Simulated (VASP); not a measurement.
A run of VASP 6.6.1 is set up as follows.

INCAR

```
SYSTEM = MoS2
PREC = Accurate ; ENCUT = 520
EDIFF = 1E-6 ; ISMEAR = -1
SIGMA = 0.05 ; LREAL = .FALSE.
LASPH = .TRUE. ; NELM = 80
ALGO = Normal ; ISIF = 2
LWAVE = .FALSE. ; LCHARG = .TRUE.
GGA = CA ; LELF = .TRUE.
LVHAR = .TRUE. ; NBANDS = 20
```

The input KPOINTS:

```
regular mesh
0
G
  10 10 10
  0 0 0
```

File POSCAR:

```
MoS2
1.0
    1.5800000000      0.9122134253      6.1500000000
   -1.5800000000      0.9122134253      6.1500000000
    0.0000000000     -1.8244268506      6.1500000000
Mo S
1 2
Direct
    0.0000000000      0.0000000000      0.0000000000
    0.4170000000      0.4170000000      0.4170000000
    0.2500000000      0.2500000000      0.2500000000
```

Potentials or basis: VASP PAW LDA potentials, release 64 (Mo_sv, S).

Command:

```bash
$ cat potpaw_LDA.64/Mo_sv/POTCAR potpaw_LDA.64/S/POTCAR > POTCAR
$ mpirun -np 1 vasp_std > vasp.out
```

Q: What does it give for the largest force?

A: 0.097 eV/Å.

Q: What does it give for the pressure?

A: -2.3 GPa.

Stress tensor (GPa, compression positive):
```
-3.13  0.00  0.00
 0.00 -3.13  0.00
 0.00  0.00 -0.68
```
